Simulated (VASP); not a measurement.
# KF (Fm-3m) in VASP: further runs, part 3 of 3

VASP 6.6.1.

### 4 Electric field gradients, r2SCAN

This run uses another cell than the first one, of 18.70 Å³/atom, 1.042 times its volume.

File POSCAR:

```
KF
1.0
    0.0000000000      2.6544134050      2.6544134050
    2.6544134050      0.0000000000      2.6544134050
    2.6544134050      2.6544134050      0.0000000000
K F
1 1
Direct
    0.0000000000      0.0000000000      0.0000000000
    0.5000000000      0.5000000000      0.5000000000
```

File INCAR.step1:

```
PREC = Accurate ; ENCUT = 520
ISMEAR = -1 ; SIGMA = 0.02
LREAL = False ; LASPH = True
NELM = 100 ; NBANDS = 15
GGA = PE ; ALGO = Normal
EDIFF = 1E-4 ; LWAVE = True
LCHARG = False
```

File INCAR.step2:

```
PREC = Accurate ; ENCUT = 520
EDIFF = 1E-8 ; ISMEAR = -1
SIGMA = 0.02 ; LREAL = False
LASPH = True ; NELM = 100
ALGO = Normal ; ISIF = 2
LWAVE = False ; LCHARG = False
METAGGA = R2SCAN ; LMIXTAU = True
LEFG = True ; NBANDS = 15
ISTART = 1
```

File KPOINTS:

```
regular mesh
0
Gamma
  9 9 9
```

Potentials or basis: VASP PAW PBE potentials, release 64 (K_sv, F).

The run is started by

```console
cat potpaw_PBE.64/K_sv/POTCAR potpaw_PBE.64/F/POTCAR > POTCAR
cp INCAR.step1 INCAR
mpirun -np 1 vasp_std > vasp.out
cp INCAR.step2 INCAR
mpirun -np 1 vasp_std > vasp.out
```

OUTCAR:

```text
PREC = Accurate
   ENCUT = 520
   EDIFF = 1E-8
   ISMEAR = -1
   LREAL = False
   LASPH = True
   NELM = 100
   ISIF = 2
   METAGGA = R2SCAN
   ISTART = 1

 ion  position               nearest neighbor table
   1  0.000  0.000  0.000-   2 2.65   2 2.65   2 2.65   2 2.65   2 2.65   2 2.65
   2  0.500  0.500  0.500-   1 2.65   1 2.65   1 2.65   1 2.65   1 2.65   1 2.65

  LATTYP: Found a face centered cubic cell.
 ALAT       =     5.3088268100

  Lattice vectors:

 A1 = (   0.0000000000,   2.6544134050,   2.6544134050)
 A2 = (   2.6544134050,   0.0000000000,   2.6544134050)
 A3 = (   2.6544134050,   2.6544134050,   0.0000000000)

Analysis of symmetry for initial positions (statically):
=====================================================================
 Subroutine PRICEL returns:
 Original cell was already a primitive cell.

 Routine SETGRP: Setting up the symmetry group for a
 face centered cubic supercell.

 Subroutine GETGRP returns: Found 48 space group operations
 (whereof 48 operations were pure point group operations)
 out of a pool of 48 trial point group operations.

The static configuration has the point symmetry O_h .

Analysis of symmetry for dynamics (positions and initial velocities):
=====================================================================
 Subroutine PRICEL returns:
 Original cell was already a primitive cell.

 Routine SETGRP: Setting up the symmetry group for a
 face centered cubic supercell.

 Subroutine GETGRP returns: Found 48 space group operations
 (whereof 48 operations were pure point group operations)
 out of a pool of 48 trial point group operations.

The dynamic configuration has the point symmetry O_h .

 Subroutine INISYM returns: Found 48 space group operations
 (whereof 48 operations are pure point group operations),
 and found     1 'primitive' translations

----------------------------------------------------------------------------------------

                                     Primitive cell

  volume of cell :      37.4055

  direct lattice vectors                    reciprocal lattice vectors
     0.000000000  2.654413405  2.654413405    -0.188365535  0.188365535  0.188365535
     2.654413405  0.000000000  2.654413405     0.188365535 -0.188365535  0.188365535
     2.654413405  2.654413405  0.000000000     0.188365535  0.188365535 -0.188365535

  length of vectors
     3.753907437  3.753907437  3.753907437     0.326258676  0.326258676  0.326258676

  position of ions in fractional coordinates (direct lattice)
     0.000000000  0.000000000  0.000000000
     0.500000000  0.500000000  0.500000000

  ion indices of the primitive-cell ions
   primitive index   ion index
                 1           1
                 2           2

----------------------------------------------------------------------------------------

 KPOINTS: regular mesh

Automatic generation of k-mesh.
 Grid dimensions read from file:
 generate k-points for:    9    9    9

 Generating k-lattice:

[... 75 lines left out ...]
   EFERMI =   0.00;   METHOD = LEGACY
   ISMEAR =    -1;   SIGMA  =   0.02  broadening in eV -4-tet -1-fermi 0-gaus
   EFERMI_NEDOS =   21; number of points for ismear=-14 and -15
   IALGO  =     38    algorithm
   IMIX   =      4    mixing-type and parameters
     AMIX     =   0.40;   BMIX     =  1.00
     AMIX_MAG =   1.60;   BMIX_MAG =  1.00
  volume/ion in A,a.u.               =      18.70       126.21
  Fermi-wavevector in a.u.,A,eV,Ry     =   1.233492  2.330962 20.701292  1.521502
  Thomas-Fermi vector in A             =   2.368220
   LORBIT       =      0    0 simple, 1 ext, 2 COOP (PROOUT), +10 PAW based schemes
   METAGGA = R2SCAN    functional components
   LHFCALC =     F    Hartree Fock is set to
   AEXX    =    0.0000 exact exchange contribution
   IVDW    =     0    specifies the selected vdW correction
   LEPSILON=     F    determine dielectric tensor
   LRPA    =     F    only Hartree local field effects (RPA)
 non-spin polarized calculation
  energy-cutoff  :      520.00
  volume of cell :       37.41
 maximum number of plane-waves:      1022
   NGX = 13   NGY = 13   NGZ = 13

 number of electron      16.0000012 magnetization

 Free energy of the ion-electron system (eV)
  ---------------------------------------------------
  ext. energy  EPLUGINS =         0.00000000
  ---------------------------------------------------
  free energy    TOTEN  =       -14.97264086 eV

  energy without entropy =      -14.97264086  energy(sigma->0) =      -14.97264086

 E-fermi :  -2.7534     XC(G=0):  -8.9978

 val. band max:       -3.2984423045   @ k =   0.0000   0.0000   0.0000
 cond. band min:       3.6372390700   @ k =   0.0000   0.0000   0.0000
 fundamental gap:      6.9356813746
 Fermi energy:        -2.7534433699

 k-point     1 :       0.0000    0.0000    0.0000
  band No.  band energies     occupation
      1     -30.3670      2.00000
      2     -23.0977      2.00000
      3     -12.8378      2.00000
      4     -12.8378      2.00000
      5     -12.8378      2.00000
      6      -3.2985      2.00000
      7      -3.2984      2.00000
      8      -3.2984      2.00000
      9       3.6372      0.00000
     10       8.2080      0.00000
     11       8.2080      0.00000
     12       8.2080      0.00000
     13      10.0968      0.00000
     14      10.0968      0.00000
[... 401 lines left out ...]
      2     -23.1271      2.00000
      3     -13.3909      2.00000
      4     -13.0521      2.00000
      5     -13.0521      2.00000
      6      -3.5283      2.00000
      7      -3.3479      2.00000
      8      -3.3479      2.00000
      9       5.5348      0.00000
     10       7.7769      0.00000
     11       9.4406      0.00000
     12      11.3858      0.00000
     13      11.7640      0.00000
     14      11.7640      0.00000
     15      14.2956      0.00000

 [... further k-points ...]
[... 5 lines left out ...]
  --------------------------------------------------------------------------------------
  -------------------------------------------------------------------------------------
  Total        0.0362278      0.0362278      0.0362278     -0.0000000     -0.0000000     -0.0000000
  in kB        1.5517328      1.5517328      1.5517328     -0.0000000     -0.0000000     -0.0000000
  external PRESSURE =       1.5517328 kB  Pullay stress =       0.0000000 kB

 VOLUME and BASIS-vectors are now :
 -----------------------------------------------------------------------------
  energy-cutoff  :      520.00
  volume of cell :       37.41
      direct lattice vectors                 reciprocal lattice vectors
     0.000000000  2.654413405  2.654413405    -0.188365535  0.188365535  0.188365535
     2.654413405  0.000000000  2.654413405     0.188365535 -0.188365535  0.188365535
     2.654413405  2.654413405  0.000000000     0.188365535  0.188365535 -0.188365535

 POSITION                                       TOTAL-FORCE (eV/Angst)
 -----------------------------------------------------------------------------------
      0.00000      0.00000      0.00000         0.000000      0.000000      0.000000
      2.65441      2.65441      2.65441         0.000000      0.000000     -0.000000
 -----------------------------------------------------------------------------------
    total drift:                                0.000000      0.000000      0.000000

  FREE ENERGIE OF THE ION-ELECTRON SYSTEM (eV)
  ---------------------------------------------------
  free  energy   TOTEN  =       -14.9726408636 eV

  energy  without entropy=      -14.9726408636  energy(sigma->0) =      -14.97264086

 Electric field gradients (V/A^2)
---------------------------------------------------------------------
 ion       V_xx      V_yy      V_zz      V_xy      V_xz      V_yz
---------------------------------------------------------------------
   1       0.000     0.000     0.000     0.000     0.000     0.000
   2       0.000     0.000    -0.000     0.007     0.007     0.007
---------------------------------------------------------------------

 Electric field gradients after diagonalization (V/A^2)
 (convention: |V_zz| > |V_xx| > |V_yy|)
----------------------------------------------------------------------
 ion       V_xx      V_yy      V_zz     asymmetry (V_yy - V_xx)/ V_zz
----------------------------------------------------------------------
   1      -0.000    -0.000     0.001       0.000
   2      -0.007    -0.007     0.013       0.000
----------------------------------------------------------------------

           NMR quadrupolar parameters

 Cq : quadrupolar parameter    Cq=e*Q*V_zz/h
 eta: asymmetry parameters     (V_yy - V_xx)/ V_zz
 Q  : nuclear electric quadrupole moment in mb (millibarn)
----------------------------------------------------------------------
 ion       Cq(MHz)       eta       Q (mb)
----------------------------------------------------------------------
   1       0.000       0.000       1.000
   2       0.000       0.000       1.000
----------------------------------------------------------------------
```

OUTCAR.step1:

```text
PREC = Accurate
   ENCUT = 520
   ISMEAR = -1
   LREAL = False
   LASPH = True
[... 652 lines left out ...]
      0.00000      0.00000      0.00000        -0.000000     -0.000000      0.000000
      2.65441      2.65441      2.65441         0.000000      0.000000     -0.000000
 -----------------------------------------------------------------------------------
    total drift:                                0.000000      0.000000      0.000000

  FREE ENERGIE OF THE ION-ELECTRON SYSTEM (eV)
  ---------------------------------------------------
  free  energy   TOTEN  =        -8.2809331585 eV

  energy  without entropy=       -8.2809331585  energy(sigma->0) =       -8.28093316
```

Run time: 75 s. Hardware: 1 thread of Intel Xeon Platinum 8375C at 2.90GHz (Ice Lake), shared host; peak memory 0.17 GiB.

What came out:

```
Free energy            : -14.9726 eV
Pressure               : 0.2 GPa
Band gap on the k mesh : 6.94 eV, direct
```

Caveat: without QUAD_EFG the Cq values of the log hold for a quadrupole moment of 1 mb, not for the nuclei; the PAW data sets were made with another functional, which shifts forces and pressure a little.

### 5 Overview

| cell | gap on the mesh (eV) | pressure (GPa) |
| --- | --- | --- |
| a = 3.703 Å, angles 60.0°, 2 atoms | 7.17 | 1.8 |
| a = 3.729 Å, angles 60.0°, 2 atoms | 7.05 | 0.9 |
| a = 3.754 Å, angles 60.0°, 2 atoms | 6.94 | 0.2 |

Alike in all rows: task electric field gradients; level r2SCAN; potentials or basis VASP PAW PBE potentials, release 64 (K_sv, F); no spin polarisation; k mesh 9 × 9 × 9; cutoff (eV) 520; smearing fermi-dirac 0.02 eV.

Caveats: the PAW data sets were made with another functional, which shifts forces and pressure a little.

Absolute energies hang on the potentials; compare differences alone.
